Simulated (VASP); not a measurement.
# Ti2BN (R-3m) in VASP: notebook

The runs below take Ti2BN through single point, relaxation of cell and atoms, with PBE.

Program: VASP 6.6.1. These are calculated values, not measurements. Logs are shortened: lines on timing, memory, paths and dates and some standing lists are left out, and cuts for length are marked.

## 1. The cell of the first run

Symmetry: R-3m, No. 166, trigonal system. Conventional cell: a = 2.969 Å, b = 2.969 Å, c = 20.411 Å, α = 90.00°, β = 90.00°, γ = 120.00°. Ti (site symmetry 3m) has 3 N at 2.08 Å and 1 B at 2.23 Å and 9 Ti at 2.91 to 2.97 Å within 3.0 Å. Within 3.0 Å of B (site symmetry -3m) lie 2 Ti at 2.23 Å and 6 B at 2.97 Å. Within 2.8 Å of N (site symmetry -3m) lie 6 Ti at 2.08 Å.

The cell was built from a structure type or drawn by symmetry, and may not be a known phase.

## 2. Single point, PBE, collinear spin

INCAR reads:

```
PREC = Accurate
ENCUT = 520
EDIFF = 1E-6
ISMEAR = 0
SIGMA = 0.15
LREAL = False
LASPH = True
NELM = 150
ALGO = Normal
ISIF = 2
LWAVE = False
LCHARG = True
ISPIN = 2
MAGMOM = 1 1 0 0
LORBIT = 11
LMAXMIX = 4
GGA = PE
LELF = True
LVHAR = True
NBANDS = 28
```

KPOINTS reads:

```
regular mesh
0
Gamma
  5 5 5
```

POSCAR reads:

```
Ti2BN
1.0
    1.4844957821      0.8570740394      6.8035067056
   -1.4844957821      0.8570740394      6.8035067056
    0.0000000000     -1.7141480788      6.8035067056
Ti B N
2 1 1
Direct
    0.3909150001      0.3909150001      0.3909150001
    0.6090849999      0.6090849999      0.6090849999
    0.5000000000      0.5000000000      0.5000000000
    0.0000000000      0.0000000000      0.0000000000
```

Potentials or basis: VASP PAW PBE potentials, release 64 (Ti_sv, B, N).

Launch:

```bash
> cat potpaw_PBE.64/Ti_sv/POTCAR potpaw_PBE.64/B/POTCAR potpaw_PBE.64/N/POTCAR > POTCAR
> mpirun -np 1 vasp_std > vasp.out
```

OUTCAR:

```text
PREC = Accurate
   ENCUT = 520
   EDIFF = 1E-6
   ISMEAR = 0
   LREAL = False
   LASPH = True
   NELM = 150
   ISIF = 2
   ISPIN = 2
   LORBIT = 11
   GGA = PE

 ion  position               nearest neighbor table
   1  0.391  0.391  0.391-   4 2.08   4 2.08   4 2.08   3 2.23   2 2.91   2 2.91   2 2.91
   2  0.609  0.609  0.609-   4 2.08   4 2.08   4 2.08   3 2.23   1 2.91   1 2.91   1 2.91
   3  0.500  0.500  0.500-   1 2.23   2 2.23
   4  0.000  0.000  0.000-   2 2.08   1 2.08   2 2.08   2 2.08   1 2.08   1 2.08

  LATTYP: Found a trigonal (rhomboedric) cell.
 ALAT       =     7.0161247943
 COS(alpha) =     0.9104649003

  Lattice vectors:

 A1 = (   1.4844957821,   0.8570740394,   6.8035067056)
 A2 = (  -1.4844957821,   0.8570740394,   6.8035067056)
 A3 = (   0.0000000000,  -1.7141480788,   6.8035067056)

Analysis of symmetry for initial positions (statically):
=====================================================================
 Subroutine PRICEL returns:
 Original cell was already a primitive cell.

 Routine SETGRP: Setting up the symmetry group for a
 trigonal (rhombohedral) supercell.

 Subroutine GETGRP returns: Found 12 space group operations
 (whereof 12 operations were pure point group operations)
 out of a pool of 12 trial point group operations.

The static configuration has the point symmetry D_3d.

Analysis of symmetry for dynamics (positions and initial velocities):
=====================================================================
 Subroutine PRICEL returns:
 Original cell was already a primitive cell.

 Routine SETGRP: Setting up the symmetry group for a
 trigonal (rhombohedral) supercell.

 Subroutine GETGRP returns: Found 12 space group operations
 (whereof 12 operations were pure point group operations)
 out of a pool of 12 trial point group operations.

The dynamic configuration has the point symmetry D_3d.

Analysis of structural, dynamic, and magnetic symmetry:
=====================================================================
 Subroutine PRICEL returns:
 Original cell was already a primitive cell.

 Routine SETGRP: Setting up the symmetry group for a
 trigonal (rhombohedral) supercell.

 Subroutine GETGRP returns: Found 12 space group operations
 (whereof 12 operations were pure point group operations)
 out of a pool of 12 trial point group operations.

The overall configuration has the point symmetry D_3d.

 Subroutine INISYM returns: Found 12 space group operations
 (whereof 12 operations are pure point group operations),
 and found     1 'primitive' translations

----------------------------------------------------------------------------------------

                                     Primitive cell

  volume of cell :      51.9375

  direct lattice vectors                    reciprocal lattice vectors
     1.484495782  0.857074039  6.803506706     0.336814699  0.194460057  0.048994342
    -1.484495782  0.857074039  6.803506706    -0.336814699  0.194460057  0.048994342
     0.000000000 -1.714148079  6.803506706     0.000000000 -0.388920114  0.048994342

  length of vectors
     7.016124794  7.016124794  7.016124794     0.391994006  0.391994006  0.391994006

  position of ions in fractional coordinates (direct lattice)
     0.390915000  0.390915000  0.390915000
     0.609085000  0.609085000  0.609085000
     0.500000000  0.500000000  0.500000000
     0.000000000  0.000000000  0.000000000

  ion indices of the primitive-cell ions
   primitive index   ion index
                 1           1
                 2           2
                 3           3
                 4           4

----------------------------------------------------------------------------------------

 KPOINTS: regular mesh

Automatic generation of k-mesh.
 Grid dimensions read from file:
 generate k-points for:    5    5    5

 Generating k-lattice:

  Cartesian coordinates                     Fractional coordinates (reciprocal lattice)
     0.067362940  0.038892011  0.009798868     0.200000000  0.000000000  0.000000000
    -0.067362940  0.038892011  0.009798868     0.000000000  0.200000000  0.000000000
     0.000000000 -0.077784023  0.009798868     0.000000000  0.000000000  0.200000000

  Length of vectors
     0.078398801  0.078398801  0.078398801

  Shift w.r.t. Gamma in fractional coordinates (k-lattice)
     0.000000000  0.000000000  0.000000000

 Subroutine IBZKPT returns following result:
 ===========================================

 Found     19 irreducible k-points:

 Following reciprocal coordinates:
            Coordinates               Weight
  0.000000  0.000000  0.000000      1.000000
  0.200000  0.000000  0.000000      6.000000
  0.400000  0.000000  0.000000      6.000000
  0.200000  0.200000  0.000000      6.000000
  0.400000  0.200000  0.000000     12.000000
 -0.400000  0.200000 -0.000000     12.000000
[... 11 lines left out ...]
  0.400000  0.400000  0.400000      2.000000
 -0.400000  0.400000  0.400000      6.000000
   k-points           NKPTS =     19   k-points in BZ     NKDIM =     19   number of bands    NBANDS=     28
   number of dos      NEDOS =    301   number of ions     NIONS =      4
   total plane-waves  NPLWV = 157464
   dimension x,y,z NGX =    54 NGY =   54 NGZ =   54
   dimension x,y,z NGXF=   108 NGYF=  108 NGZF=  108
   ions per type =               2   1   1
   NGX,Y,Z   is equivalent  to a cutoff of  12.80, 12.80, 12.80 a.u.
   NGXF,Y,Z  is equivalent  to a cutoff of  25.59, 25.59, 25.59 a.u.
 SYSTEM =  unknown system
   PREC   = accura    normal or accurate (medium, high low for compatibility)
   ISTART =      0    job   : 0-new  1-cont  2-samecut
   ICHARG =      2    charge: 1-file 2-atom 10-const
   ISPIN  =      2    spin polarized calculation?
   LNONCOLLINEAR =      F non collinear calculations
   LSORBIT =      F    spin-orbit coupling
   LASPH  =      T    aspherical Exc in radial PAW
   ENCUT  =  520.0 eV  38.22 Ry    6.18 a.u.  13.05 13.05 13.05*2*pi/ulx,y,z
   NELM   =    150;   NELMIN=  2; NELMDL= -5     # of ELM steps
   EDIFF  = 0.1E-05   stopping-criterion for ELM
   LREAL  =      F    real-space projection
   EDIFFG = 0.1E-04   stopping-criterion for IOM
   NSW    =      0    number of steps for IOM
   IBRION =     -1    ionic relax: 0-MD 1-quasi-New 2-CG
   NFREE  =      0    steps in history (QN), initial steepest desc. (CG)
   ISIF   =      2    stress and relaxation
   ISYM   =      2    0-nonsym 1-usesym 2-fastsym
   POTIM  = 0.5000    time-step for ionic-motion
   TEBEG  =    0.0;   TEEND  =   0.0 temperature during run
   PSTRESS=    0.0 pullay stress
   NELECT =      32.0000    total number of electrons
   NUPDOWN=      -1.0000    fix difference up-down
   EMIN   =  10.00;   EMAX   =-10.00  energy-range for DOS
   EFERMI =   0.00;   METHOD = LEGACY
   ISMEAR =     0;   SIGMA  =   0.15  broadening in eV -4-tet -1-fermi 0-gaus
   EFERMI_NEDOS =   21; number of points for ismear=-14 and -15
   IALGO  =     38    algorithm
   IMIX   =      4    mixing-type and parameters
     AMIX     =   0.40;   BMIX     =  1.00
     AMIX_MAG =   1.60;   BMIX_MAG =  1.00
  volume/ion in A,a.u.               =      12.98        87.62
  Fermi-wavevector in a.u.,A,eV,Ry     =   1.393042  2.632469 26.403022  1.940567
  Thomas-Fermi vector in A             =   2.516727
   LORBIT       =     11    0 simple, 1 ext, 2 COOP (PROOUT), +10 PAW based schemes
   GGA     = PE    functional components
   LHFCALC =     F    Hartree Fock is set to
   AEXX    =    0.0000 exact exchange contribution
   IVDW    =     0    specifies the selected vdW correction
   LEPSILON=     F    determine dielectric tensor
   LRPA    =     F    only Hartree local field effects (RPA)
 spin polarized calculation
 Gauss-broadening in eV      SIGMA  =   0.15
  energy-cutoff  :      520.00
  volume of cell :       51.94
 maximum number of plane-waves:      1445
 NGX is ok and might be reduce to    54
   NGX = 27   NGY = 27   NGZ = 27

 number of electron      32.0000001 magnetization       0.0008670

 Free energy of the ion-electron system (eV)
  ---------------------------------------------------
  ext. energy  EPLUGINS =         0.00000000
  ---------------------------------------------------
  free energy    TOTEN  =       -31.48769414 eV

  energy without entropy =      -31.44165047  energy(sigma->0) =      -31.46467231

 E-fermi :   6.9454     XC(G=0): -11.2780

 val. band max:        6.9395971200   @ k =  -0.4000   0.4000   0.2000
 cond. band min:       7.0505707051   @ k =   0.4000   0.2000   0.0000
 fundamental gap:      0.1109735851
 Fermi energy:         6.9453889780

 spin component 1

 k-point     1 :       0.0000    0.0000    0.0000
  band No.  band energies     occupation
      1     -49.9614      1.00000
      2     -49.8894      1.00000
      3     -26.3684      1.00000
      4     -26.0444      1.00000
      5     -26.0444      1.00000
      6     -26.0045      1.00000
[... 20 lines left out ...]
     27      13.6604      0.00000
     28      16.6295      0.00000

 k-point     2 :       0.2000    0.0000    0.0000
  band No.  band energies     occupation
      1     -49.9313      1.00000
      2     -49.8716      1.00000
      3     -26.3584      1.00000
      4     -26.2196      1.00000
      5     -26.1188      1.00000
      6     -26.0975      1.00000
[... 20 lines left out ...]
     27      13.1655      0.00000
     28      17.0148      0.00000

 k-point     3 :       0.4000    0.0000    0.0000
  band No.  band energies     occupation
      1     -49.8780      1.00000
      2     -49.8469      1.00000
      3     -26.5494      1.00000
      4     -26.4470      1.00000
      5     -26.1735      1.00000
      6     -26.1073      1.00000
[... 460 lines left out ...]
      2     -49.8894      1.00000
      3     -26.3677      1.00000
      4     -26.0446      1.00000
      5     -26.0446      1.00000
      6     -26.0044      1.00000
[... 20 lines left out ...]
     27      13.2652      0.00000
     28      13.8506      0.00000

 k-point    19 :      -0.4000    0.4000    0.4000
  band No.  band energies     occupation
      1     -49.9314      1.00000
      2     -49.8715      1.00000
      3     -26.3582      1.00000
      4     -26.2197      1.00000
      5     -26.1184      1.00000
      6     -26.0976      1.00000
[... 20 lines left out ...]
     27      13.9229      0.00000
     28      14.6456      0.00000
 Fermi energy:         6.9453889780

 spin component 2

 k-point     1 :       0.0000    0.0000    0.0000
  band No.  band energies     occupation
      1     -49.9613      1.00000
      2     -49.8892      1.00000
      3     -26.3682      1.00000
      4     -26.0444      1.00000
      5     -26.0444      1.00000
      6     -26.0044      1.00000
[... 20 lines left out ...]
     27      13.6606      0.00000
     28      16.6296      0.00000

 k-point     2 :       0.2000    0.0000    0.0000
  band No.  band energies     occupation
      1     -49.9312      1.00000
      2     -49.8714      1.00000
      3     -26.3582      1.00000
      4     -26.2195      1.00000
      5     -26.1187      1.00000
      6     -26.0974      1.00000
[... 20 lines left out ...]
     27      13.1657      0.00000
     28      17.0154      0.00000

 k-point     3 :       0.4000    0.0000    0.0000
  band No.  band energies     occupation
      1     -49.8779      1.00000
      2     -49.8468      1.00000
      3     -26.5494      1.00000
      4     -26.4470      1.00000
      5     -26.1735      1.00000
      6     -26.1071      1.00000
[... 461 lines left out ...]
      3     -26.3675      1.00000
      4     -26.0445      1.00000
      5     -26.0445      1.00000
      6     -26.0043      1.00000
[... 20 lines left out ...]
     27      13.2656      0.00000
     28      13.8508      0.00000

 k-point    19 :      -0.4000    0.4000    0.4000
  band No.  band energies     occupation
      1     -49.9313      1.00000
      2     -49.8714      1.00000
      3     -26.3580      1.00000
      4     -26.2197      1.00000
      5     -26.1183      1.00000
      6     -26.0975      1.00000
[... 20 lines left out ...]
     27      13.9232      0.00000
     28      14.6457      0.00000

------------------------ aborting loop because EDIFF is reached ----------------------------------------

  FORCE on cell =-STRESS in cart. coord.  units (eV):
  Direction    XX          YY          ZZ          XY          YZ          ZX
  --------------------------------------------------------------------------------------
  -------------------------------------------------------------------------------------
  Total        0.0937130      0.0937130      0.0602346     -0.0000000      0.0000000      0.0000000
  in kB        2.8908725      2.8908725      1.8581257     -0.0000000      0.0000000      0.0000000
  external PRESSURE =       2.5466236 kB  Pullay stress =       0.0000000 kB

 VOLUME and BASIS-vectors are now :
 -----------------------------------------------------------------------------
  energy-cutoff  :      520.00
  volume of cell :       51.94
      direct lattice vectors                 reciprocal lattice vectors
     1.484495782  0.857074039  6.803506706     0.336814699  0.194460057  0.048994342
    -1.484495782  0.857074039  6.803506706    -0.336814699  0.194460057  0.048994342
     0.000000000 -1.714148079  6.803506706     0.000000000 -0.388920114  0.048994342

 POSITION                                       TOTAL-FORCE (eV/Angst)
 -----------------------------------------------------------------------------------
      0.00000      0.00000      7.97878         0.000000      0.000000      0.009880
      0.00000      0.00000     12.43174         0.000000     -0.000000     -0.009880
      0.00000      0.00000     10.20526        -0.000000      0.000000     -0.000000
      0.00000      0.00000      0.00000         0.000000      0.000000     -0.000000
 -----------------------------------------------------------------------------------
    total drift:                                0.000000      0.000000      0.000000

  FREE ENERGIE OF THE ION-ELECTRON SYSTEM (eV)
  ---------------------------------------------------
  free  energy   TOTEN  =       -31.4876941388 eV

  energy  without entropy=      -31.4416504734  energy(sigma->0) =      -31.46467231

 total charge

# of ion       s       p       d       tot
------------------------------------------
    1        2.208   6.194   1.984  10.385
    2        2.208   6.194   1.984  10.385
    3        0.817   0.718   0.000   1.534
    4        1.256   2.507   0.000   3.763
--------------------------------------------------
tot          6.487  15.614   3.967  26.068

 magnetization (x)

# of ion       s       p       d       tot
------------------------------------------
    1        0.000   0.000   0.000   0.000
    2        0.000   0.000   0.000   0.000
    3        0.000   0.000   0.000   0.000
    4       -0.000   0.000   0.000   0.000
--------------------------------------------------
tot          0.000   0.000   0.000   0.001
```

Wall time 3.4 min (1 thread of Intel Xeon 6975P-C (Granite Rapids), shared host); peak memory 0.5 GiB.

Results:

```
Free energy                                           : -31.4877 eV
Pressure                                              : 0.3 GPa
Largest force                                         : 0.010 eV/Å
Band gap on the k mesh                                : zero (filled and empty bands overlap)
Net moment                                            : 0.00 μB per cell
Valence electrons inside the program's atomic spheres : Ti 10.38; B 1.53; N 3.76
```

Forces on the atoms (eV/Å):
```
Ti   0.000  0.000  0.010
Ti   0.000  0.000 -0.010
B    0.000  0.000  0.000
N    0.000  0.000  0.000
```

Caveat: the k points lie up to 0.49 Å⁻¹ apart, too coarse for converged energies and pressures of a metal.

## 3. Relaxation of cell and atoms, PBE, collinear spin

This run uses another cell than the first one, of 14.08 Å³/atom.

INCAR reads:

```
ALGO     = Normal         # electronic algorithm
EDIFF    = 1E-6           # SCF threshold, eV
EDIFFG   = -0.08          # ionic threshold
ENCUT    = 600            # plane-wave cutoff, eV
GGA      = PE             # functional
IBRION   = 2              # ionic algorithm
ISIF     = 3              # what is computed and relaxed
ISMEAR   = 0              # smearing method
ISPIN    = 2              # spin polarisation
LASPH    = True           # aspherical terms in the spheres
LCHARG   = False          # write CHGCAR
LMAXMIX  = 4              # l up to which the mixer works
LORBIT   = 11             # projections on sites
LREAL    = False          # projectors in reciprocal space
LWAVE    = False          # write WAVECAR
MAGMOM   = 1 1 0 0        # initial moments
NELM     = 150            # most SCF steps
NSW      = 36             # ionic steps
PREC     = Accurate       # precision mode
SIGMA    = 0.15           # smearing width, eV
```

KPOINTS reads:

```
k-points
0
Gamma
  5 5 5
```

POSCAR reads:

```
Ti2BN
1.0
    1.7317023700      0.9997988300      5.4232187300
   -1.7317023700      0.9997988300      5.4232187300
    0.0000000000     -1.9995976600      5.4232187300
Ti B N
2 1 1
Direct
    0.3510739600      0.3510739600      0.3510739600
    0.6489260400      0.6489260400      0.6489260400
    0.5000000000      0.5000000000      0.5000000000
    0.0000000000      0.0000000000      0.0000000000
```

Potentials or basis: VASP PAW PBE potentials, release 64 (Ti_sv, B, N).

Launch:

```bash
> cat potpaw_PBE.64/Ti_sv/POTCAR potpaw_PBE.64/B/POTCAR potpaw_PBE.64/N/POTCAR > POTCAR
> mpirun -np 1 vasp_std > vasp.out
```

Wall time 15 min (1 thread of Intel Xeon 6975P-C (Granite Rapids), shared host); peak memory 0.45 GiB.

Results (log left out):

| Property | Result |
| --- | --- |
| Free energy | -31.4827 eV |
| Relaxed volume | 12.96 Å³/atom |
| Relaxed cell | a = 7.006 Å, b = 7.006 Å, c = 7.006 Å, α = 24.46°, β = 24.46°, γ = 24.46° |
| Space group after relaxing (to 0.1 Å) | R-3m (No. 166) |
| Energy gained by relaxing | 2059.4 meV/atom |
| Ionic steps | 15 |
| Pressure after relaxing | 0.3 GPa |
| Largest force after relaxing | 0.052 eV/Å |
| Band gap on the k mesh | zero (filled and empty bands overlap) |
| Net moment | 0.00 μB per cell |
| Valence electrons inside the program's atomic spheres | Ti 10.39; B 1.54; N 3.74 |

Forces in eV/Å, atoms in the order of the input:
```
Ti   0.000  0.000 -0.052
Ti   0.000  0.000  0.052
B    0.000  0.000  0.000
N    0.000  0.000  0.000
```

Stress tensor (GPa, compression positive):
```
0.33 0.00 0.00
0.00 0.33 0.00
0.00 0.00 0.09
```

The path:
```csv
step,energy change (eV),largest force (eV/Å),pressure (GPa),volume (Å³)
1,0.0000,5.9260,33.55,56.34
2,-1.8551,0.5576,-12.65,82.39
3,-2.8677,3.7638,-5.53,70.44
4,-4.3172,1.1257,-7.54,68.91
5,-4.5719,0.3010,-7.57,68.28
6,-5.5857,1.2070,-7.15,65.26
7,-6.7469,2.6150,-4.35,59.74
8,-6.2135,7.3939,12.35,47.65
9,-6.9817,4.4795,-0.69,55.91
10,-8.0945,1.4623,-4.82,54.07
11,-8.2003,0.7238,-4.63,53.31
12,-8.2052,0.5930,-4.53,53.14
13,-8.2368,0.0947,0.58,51.71
14,-8.2369,0.1115,0.40,51.76
15,-8.2376,0.0519,0.25,51.85
```

Final structure:
```yaml
crystal:
  lattice:
    - [1.48440, 0.85702, 6.79343]
    - [-1.48440, 0.85702, 6.79343]
    - [0.00000, -1.71404, 6.79343]
  atoms:
    - { symbol: Ti, position: [0.39106, 0.39106, 0.39106] }
    - { symbol: Ti, position: [0.60894, 0.60894, 0.60894] }
    - { symbol: B, position: [0.50000, 0.50000, 0.50000] }
    - { symbol: N, position: [0.00000, 0.00000, 0.00000] }
```

Levels at points of the mesh, in eV from the Fermi level:
Spin up:
| k point | band 12 | band 13 | band 14 | band 15 | band 16 | band 17 | band 18 | band 19 | band 20 | band 21 |
| --- | --- | --- | --- | --- | --- | --- | --- | --- | --- | --- |
| (0.00, 0.00, 0.00) | -4.20 | -4.20 | -2.12 | -0.51 | 0.56 | 0.56 | 1.74 | 1.74 | 2.11 | 2.11 |
Spin down:
```tsv
k point	band 12	band 13	band 14	band 15	band 16	band 17	band 18	band 19	band 20	band 21
(0.00, 0.00, 0.00)	-4.20	-4.20	-2.12	-0.51	0.56	0.56	1.74	1.74	2.11	2.11
```

Caveat: the k points lie up to 0.49 Å⁻¹ apart in the final cell, too coarse for converged energies and pressures of a metal; a cell axis changed by over 15 % at a fixed basis, so the end point is rough; the relaxation stopped at a loose force limit of 0.08 eV/Å, so its end isn't a converged minimum.
